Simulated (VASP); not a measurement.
GaN, 4 atoms in the cell. The structure is hexagonal, space group P6_3mc (No. 186). Conventional cell: a = 3.152 Å, b = 3.152 Å, c = 5.138 Å, α = 90.00°, β = 90.00°, γ = 120.00°. Ga (site symmetry 3m) has 4 N at 1.93 Å within 2.6 Å. Within 2.6 Å of N (site symmetry 3m) lie 4 Ga at 1.93 Å. 

| Property | Result |
| --- | --- |
| Program | VASP 6.6.1 |
| Task | single point |
| Functional | LDA |
| Potentials or basis | VASP PAW LDA potentials, release 64 (Ga_d, N) |
| Cutoff | 520 eV |
| k mesh | 12 × 12 × 6 |
| Occupations | fermi-dirac, width 0.02 eV |
| Spin | no spin polarisation |
| Dipole correction | no |
| Further INCAR settings | ALGO = Normal; EDIFF = 1e-07; NBANDS = 26 |

Potentials or basis: VASP PAW LDA potentials, release 64 (Ga_d, N).

Launch:

```sh
$ cat potpaw_LDA.64/Ga_d/POTCAR potpaw_LDA.64/N/POTCAR > POTCAR
$ mpirun -np 1 vasp_std > vasp.out
```

Hardware: 1 thread of Intel(R) Xeon(R) Platinum 8375C CPU @ 2.90GHz (Ice Lake), with other jobs on the host.

Problem. How long does it take, and how much memory?

Solution. Wall time 78 s on 1 thread of Intel(R) Xeon(R) Platinum 8375C CPU @ 2.90GHz (Ice Lake), with other jobs on the host, peak memory 0.19 GiB. Counts: scf iterations 18, k points 76.
